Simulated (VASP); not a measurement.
# BN (F-43m) in VASP: notebook

Runs on BN. Level: PBE. Tasks: single point.

Program: VASP 6.6.1. These are calculated values, not measurements. Logs are shortened: lines on timing, memory, paths and dates and some standing lists are left out, and cuts for length are marked.

### 1 The cell of the first run

The structure is cubic, space group F-43m (No. 216). The conventional cell has a = 3.610 Å, b = 3.610 Å, c = 3.610 Å, α = 90.00°, β = 90.00°, γ = 90.00°. B (site symmetry -43m) has 4 N at 1.56 Å within 2.1 Å. N (site symmetry -43m) has 4 B at 1.56 Å within 2.1 Å.

### 2 Single point, PBE

The input, INCAR:

```
PREC = Accurate ; ENCUT = 520
EDIFF = 1E-6 ; ISMEAR = 0
SIGMA = 0.01 ; LREAL = F
LASPH = T ; NELM = 100
ALGO = Normal ; ISIF = 2
LWAVE = F ; LCHARG = F
GGA = PE ; NBANDS = 11
```

The input, KPOINTS:

```
Automatic mesh
0
Gamma
  6 6 6
```

The input, POSCAR:

```
BN
1.0
    0.0000000000      1.8048245554      1.8048245554
    1.8048245554      0.0000000000      1.8048245554
    1.8048245554      1.8048245554      0.0000000000
B N
1 1
Direct
    0.0000000000      0.0000000000      0.0000000000
    0.2500000000      0.2500000000      0.2500000000
```

Potentials or basis: VASP PAW PBE potentials, release 64 (B, N).

The run is started by

```
$ cat potpaw_PBE.64/B/POTCAR potpaw_PBE.64/N/POTCAR > POTCAR
$ mpirun -np 1 vasp_std > vasp.out
```

OUTCAR:

```text
PREC = Accurate
   ENCUT = 520
   EDIFF = 1E-6
   ISMEAR = 0
   LREAL = F
   LASPH = T
   NELM = 100
   ISIF = 2
   GGA = PE

 ion  position               nearest neighbor table
   1  0.000  0.000  0.000-   2 1.56   2 1.56   2 1.56   2 1.56
   2  0.250  0.250  0.250-   1 1.56   1 1.56   1 1.56   1 1.56

  LATTYP: Found a face centered cubic cell.
 ALAT       =     3.6096491108

  Lattice vectors:

 A1 = (   0.0000000000,   1.8048245554,   1.8048245554)
 A2 = (   1.8048245554,   0.0000000000,   1.8048245554)
 A3 = (   1.8048245554,   1.8048245554,   0.0000000000)

Analysis of symmetry for initial positions (statically):
=====================================================================
 Subroutine PRICEL returns:
 Original cell was already a primitive cell.

 Routine SETGRP: Setting up the symmetry group for a
 face centered cubic supercell.

 Subroutine GETGRP returns: Found 24 space group operations
 (whereof 24 operations were pure point group operations)
 out of a pool of 48 trial point group operations.

The static configuration has the point symmetry T_d .

Analysis of symmetry for dynamics (positions and initial velocities):
=====================================================================
 Subroutine PRICEL returns:
 Original cell was already a primitive cell.

 Routine SETGRP: Setting up the symmetry group for a
 face centered cubic supercell.

 Subroutine GETGRP returns: Found 24 space group operations
 (whereof 24 operations were pure point group operations)
 out of a pool of 48 trial point group operations.

The dynamic configuration has the point symmetry T_d .

 Subroutine INISYM returns: Found 24 space group operations
 (whereof 24 operations are pure point group operations),
 and found     1 'primitive' translations

----------------------------------------------------------------------------------------

                                     Primitive cell

  volume of cell :      11.7580

  direct lattice vectors                    reciprocal lattice vectors
     0.000000000  1.804824555  1.804824555    -0.277035238  0.277035238  0.277035238
     1.804824555  0.000000000  1.804824555     0.277035238 -0.277035238  0.277035238
     1.804824555  1.804824555  0.000000000     0.277035238  0.277035238 -0.277035238

  length of vectors
     2.552407364  2.552407364  2.552407364     0.479839107  0.479839107  0.479839107

  position of ions in fractional coordinates (direct lattice)
     0.000000000  0.000000000  0.000000000
     0.250000000  0.250000000  0.250000000

  ion indices of the primitive-cell ions
   primitive index   ion index
                 1           1
                 2           2

----------------------------------------------------------------------------------------

 KPOINTS: Automatic mesh

Automatic generation of k-mesh.
 Grid dimensions read from file:
 generate k-points for:    6    6    6

 Generating k-lattice:

  Cartesian coordinates                     Fractional coordinates (reciprocal lattice)
    -0.046172540  0.046172540  0.046172540     0.166666667  0.000000000  0.000000000
     0.046172540 -0.046172540  0.046172540     0.000000000  0.166666667  0.000000000
     0.046172540  0.046172540 -0.046172540     0.000000000  0.000000000  0.166666667

  Length of vectors
     0.079973185  0.079973185  0.079973185

  Shift w.r.t. Gamma in fractional coordinates (k-lattice)
     0.000000000  0.000000000  0.000000000

 Subroutine IBZKPT returns following result:
 ===========================================

 Found     16 irreducible k-points:

 Following reciprocal coordinates:
            Coordinates               Weight
  0.000000  0.000000  0.000000      1.000000
  0.166667  0.000000  0.000000      8.000000
  0.333333  0.000000  0.000000      8.000000
  0.500000  0.000000  0.000000      4.000000
  0.166667  0.166667  0.000000      6.000000
  0.333333  0.166667  0.000000     24.000000
[... 8 lines left out ...]
 -0.333333  0.333333  0.166667     24.000000
 -0.333333  0.500000  0.166667     12.000000
   k-points           NKPTS =     16   k-points in BZ     NKDIM =     16   number of bands    NBANDS=     11
   number of dos      NEDOS =    301   number of ions     NIONS =      2
   total plane-waves  NPLWV =   8000
   dimension x,y,z NGX =    20 NGY =   20 NGZ =   20
   dimension x,y,z NGXF=    40 NGYF=   40 NGZF=   40
   ions per type =               1   1
   NGX,Y,Z   is equivalent  to a cutoff of  13.03, 13.03, 13.03 a.u.
   NGXF,Y,Z  is equivalent  to a cutoff of  26.05, 26.05, 26.05 a.u.
 SYSTEM =  unknown system
   PREC   = accura    normal or accurate (medium, high low for compatibility)
   ISTART =      0    job   : 0-new  1-cont  2-samecut
   ICHARG =      2    charge: 1-file 2-atom 10-const
   ISPIN  =      1    spin polarized calculation?
   LNONCOLLINEAR =      F non collinear calculations
   LSORBIT =      F    spin-orbit coupling
   LASPH  =      T    aspherical Exc in radial PAW
   ENCUT  =  520.0 eV  38.22 Ry    6.18 a.u.   4.75  4.75  4.75*2*pi/ulx,y,z
   NELM   =    100;   NELMIN=  2; NELMDL= -5     # of ELM steps
   EDIFF  = 0.1E-05   stopping-criterion for ELM
   LREAL  =      F    real-space projection
   EDIFFG = 0.1E-04   stopping-criterion for IOM
   NSW    =      0    number of steps for IOM
   IBRION =     -1    ionic relax: 0-MD 1-quasi-New 2-CG
   NFREE  =      0    steps in history (QN), initial steepest desc. (CG)
   ISIF   =      2    stress and relaxation
   ISYM   =      2    0-nonsym 1-usesym 2-fastsym
   POTIM  = 0.5000    time-step for ionic-motion
   TEBEG  =    0.0;   TEEND  =   0.0 temperature during run
   PSTRESS=    0.0 pullay stress
   NELECT =       8.0000    total number of electrons
   NUPDOWN=      -1.0000    fix difference up-down
   EMIN   =  10.00;   EMAX   =-10.00  energy-range for DOS
   EFERMI =   0.00;   METHOD = LEGACY
   ISMEAR =     0;   SIGMA  =   0.01  broadening in eV -4-tet -1-fermi 0-gaus
   EFERMI_NEDOS =   21; number of points for ismear=-14 and -15
   IALGO  =     38    algorithm
   IMIX   =      4    mixing-type and parameters
     AMIX     =   0.40;   BMIX     =  1.00
     AMIX_MAG =   1.60;   BMIX_MAG =  1.00
  volume/ion in A,a.u.               =       5.88        39.67
  Fermi-wavevector in a.u.,A,eV,Ry     =   1.439881  2.720980 28.208365  2.073256
  Thomas-Fermi vector in A             =   2.558687
   LORBIT       =      0    0 simple, 1 ext, 2 COOP (PROOUT), +10 PAW based schemes
   GGA     = PE    functional components
   LHFCALC =     F    Hartree Fock is set to
   AEXX    =    0.0000 exact exchange contribution
   IVDW    =     0    specifies the selected vdW correction
   LEPSILON=     F    determine dielectric tensor
   LRPA    =     F    only Hartree local field effects (RPA)
 non-spin polarized calculation
 Gauss-broadening in eV      SIGMA  =   0.01
  energy-cutoff  :      520.00
  volume of cell :       11.76
 maximum number of plane-waves:       332
   NGX =  9   NGY =  9   NGZ =  9

 number of electron       7.9999999 magnetization

 Free energy of the ion-electron system (eV)
  ---------------------------------------------------
  ext. energy  EPLUGINS =         0.00000000
  ---------------------------------------------------
  free energy    TOTEN  =       -17.44444479 eV

  energy without entropy =      -17.44444479  energy(sigma->0) =      -17.44444479

 E-fermi :   7.5444     XC(G=0): -12.8432

 val. band max:        7.4606055797   @ k =   0.0000   0.0000   0.0000
 cond. band min:      11.9226868100   @ k =   0.5000   0.5000   0.0000
 fundamental gap:      4.4620812303
 Fermi energy:         7.5444369687

 k-point     1 :       0.0000    0.0000    0.0000
  band No.  band energies     occupation
      1     -12.8219      2.00000
      2       7.4606      2.00000
      3       7.4606      2.00000
      4       7.4606      2.00000
      5      16.2994      0.00000
      6      16.2994      0.00000
      7      16.2994      0.00000
      8      17.8818      0.00000
      9      32.2944      0.00000
     10      35.2809      0.00000
     11      35.2809      0.00000

 k-point     2 :       0.1667    0.0000    0.0000
  band No.  band energies     occupation
      1     -12.1494      2.00000
      2       4.4389      2.00000
      3       6.8371      2.00000
      4       6.8371      2.00000
      5      16.8424      0.00000
      6      17.2150      0.00000
      7      17.2150      0.00000
      8      19.7621      0.00000
      9      31.5030      0.00000
     10      31.5030      0.00000
     11      31.5143      0.00000

 k-point     3 :       0.3333    0.0000    0.0000
  band No.  band energies     occupation
      1     -10.2782      2.00000
      2      -0.4342      2.00000
      3       5.8924      2.00000
      4       5.8924      2.00000
      5      17.4209      0.00000
      6      18.1375      0.00000
      7      18.1375      0.00000
      8      22.0484      0.00000
      9      30.7460      0.00000
     10      31.9024      0.00000
     11      31.9024      0.00000

 k-point     4 :       0.5000    0.0000    0.0000
  band No.  band energies     occupation
      1      -8.5831      2.00000
      2      -3.2719      2.00000
      3       5.5116      2.00000
      4       5.5116      2.00000
      5      17.6626      0.00000
      6      18.1891      0.00000
      7      18.1891      0.00000
      8      22.7627      0.00000
      9      30.9788      0.00000
     10      34.3430      0.00000
     11      34.4327      0.00000
[... 127 lines left out ...]
 k-point    14 :       0.5000    0.3333    0.1667
  band No.  band energies     occupation
      1      -8.7837      2.00000
      2      -0.0068      2.00000
      3       1.9998      2.00000
      4       3.9043      2.00000
      5      16.2571      0.00000
      6      19.3817      0.00000
      7      20.6696      0.00000
      8      23.0784      0.00000
      9      27.1914      0.00000
     10      33.1310      0.00000
     11      35.7738      0.00000

 k-point    15 :      -0.3333    0.3333    0.1667
  band No.  band energies     occupation
      1      -7.4370      2.00000
      2      -1.5298      2.00000
      3       1.3801      2.00000
      4       2.9433      2.00000
      5      16.9688      0.00000
      6      19.3085      0.00000
      7      22.4753      0.00000
      8      23.9053      0.00000
      9      25.6119      0.00000
     10      33.2435      0.00000
     11      35.6196      0.00000

 k-point    16 :      -0.3333    0.5000    0.1667
  band No.  band energies     occupation
      1      -6.9792      2.00000
      2      -0.7563      2.00000
      3       1.2408      2.00000
      4       1.2800      2.00000
      5      15.2471      0.00000
      6      19.5124      0.00000
      7      22.5998      0.00000
      8      24.3111      0.00000
      9      27.1006      0.00000
     10      33.4194      0.00000
     11      37.7229      0.00000

------------------------ aborting loop because EDIFF is reached ----------------------------------------

  FORCE on cell =-STRESS in cart. coord.  units (eV):
  Direction    XX          YY          ZZ          XY          YZ          ZX
  --------------------------------------------------------------------------------------
  -------------------------------------------------------------------------------------
  Total        0.3714447      0.3714447      0.3714447      0.0000000      0.0000000      0.0000000
  in kB       50.6139011     50.6139011     50.6139011      0.0000000      0.0000000      0.0000000
  external PRESSURE =      50.6139011 kB  Pullay stress =       0.0000000 kB

 VOLUME and BASIS-vectors are now :
 -----------------------------------------------------------------------------
  energy-cutoff  :      520.00
  volume of cell :       11.76
      direct lattice vectors                 reciprocal lattice vectors
     0.000000000  1.804824555  1.804824555    -0.277035238  0.277035238  0.277035238
     1.804824555  0.000000000  1.804824555     0.277035238 -0.277035238  0.277035238
     1.804824555  1.804824555  0.000000000     0.277035238  0.277035238 -0.277035238

 POSITION                                       TOTAL-FORCE (eV/Angst)
 -----------------------------------------------------------------------------------
      0.00000      0.00000      0.00000        -0.000000     -0.000000     -0.000000
      0.90241      0.90241      0.90241         0.000000      0.000000      0.000000
 -----------------------------------------------------------------------------------
    total drift:                                0.000000      0.000000      0.000000

  FREE ENERGIE OF THE ION-ELECTRON SYSTEM (eV)
  ---------------------------------------------------
  free  energy   TOTEN  =       -17.4444447912 eV

  energy  without entropy=      -17.4444447912  energy(sigma->0) =      -17.44444479
```

It took 2.5 s on 1 thread of Intel Xeon Platinum 8488C (Sapphire Rapids), shared host; peak memory 0.11 GiB.

What came out:

```
Free energy            : -17.4444 eV
Pressure               : 5.1 GPa
Band gap on the k mesh : 4.46 eV (least direct gap 8.84 eV)
```

Caveat: the k points lie up to 0.50 Å⁻¹ apart.

### 3 Single point, PBE

The input, INCAR:

```
SYSTEM = BN
  ALGO = Normal
  EDIFF = 1E-7
  ENCUT = 520
  GGA = PE
  ISIF = 2
  ISMEAR = 0
  LASPH = .True.
  LCHARG = .False.
  LREAL = .False.
  LWAVE = .False.
  NBANDS = 11
  NELM = 100
  PREC = Accurate
  SIGMA = 0.01
```

The input, KPOINTS:

```
k-points
0
Gamma
  6 6 6
  0 0 0
```

POSCAR is that of step 2.

Potentials or basis: VASP PAW PBE potentials, release 64 (B, N).

The run is started by

```
$ cat potpaw_PBE.64/B/POTCAR potpaw_PBE.64/N/POTCAR > POTCAR
$ mpirun -np 1 vasp_std > vasp.out
```

Run time: 2.6 s. Hardware: 1 thread of Intel Xeon Platinum 8488C (Sapphire Rapids), shared host; peak memory 0.11 GiB.

The run converged. Its results:

```
Free energy            : -17.4444 eV
Pressure               : 5.1 GPa
Band gap on the k mesh : 4.46 eV (least direct gap 8.84 eV)
```

Levels at points of the mesh, in eV from the valence-band top:
| k point | band 1 | band 2 | band 3 | band 4 | band 5 | band 6 | band 7 | band 8 |
| --- | --- | --- | --- | --- | --- | --- | --- | --- |
| (0.00, 0.00, 0.00) | -20.28 | 0.00 | 0.00 | 0.00 | 8.84 | 8.84 | 8.84 | 10.42 |
| (0.50, 0.00, 0.00) | -16.04 | -10.73 | -1.95 | -1.95 | 10.20 | 10.73 | 10.73 | 15.30 |
| (0.50, 0.50, 0.00) | -14.67 | -8.95 | -4.93 | -4.93 | 4.46 | 9.25 | 17.99 | 17.99 |

Caveat: the k points lie up to 0.50 Å⁻¹ apart.

### 4 Single point, PBE

The input, INCAR:

```
SYSTEM = BN
ALGO = Normal
EDIFF = 1E-6
ENCUT = 520
GGA = PE
ISIF = 2
ISMEAR = -1
LASPH = .TRUE.
LCHARG = .FALSE.
LREAL = .FALSE.
LWAVE = .FALSE.
NBANDS = 11
NELM = 80
PREC = Accurate
SIGMA = 0.02
```

The input, KPOINTS:

```
k-points
0
G
  12 12 12
  0 0 0
```

POSCAR is that of step 3.

The run is started by

```
$ cat potpaw_PBE.64/B/POTCAR potpaw_PBE.64/N/POTCAR > POTCAR
$ mpirun -np 1 vasp_std > vasp.out
```

Wall time 9.2 s (1 thread of Intel Xeon Platinum 8488C (Sapphire Rapids), shared host); peak memory 0.12 GiB.

It converged, with:

```
Free energy            : -17.4483 eV
Pressure               : 5.0 GPa
Band gap on the k mesh : 4.46 eV (least direct gap 8.84 eV)
```

Levels at points of the mesh, in eV from the valence-band top:
| k point | band 2 | band 3 | band 4 | band 5 | band 6 | band 7 |
| --- | --- | --- | --- | --- | --- | --- |
| (0.00, 0.00, 0.00) | 0.00 | 0.00 | 0.00 | 8.84 | 8.84 | 8.84 |
| (0.50, 0.00, 0.00) | -10.73 | -1.95 | -1.95 | 10.20 | 10.73 | 10.73 |
| (0.50, 0.50, 0.00) | -8.94 | -4.93 | -4.93 | 4.46 | 9.26 | 17.99 |

Caveat: the cell stands under pressure. A k mesh can miss the band edges.
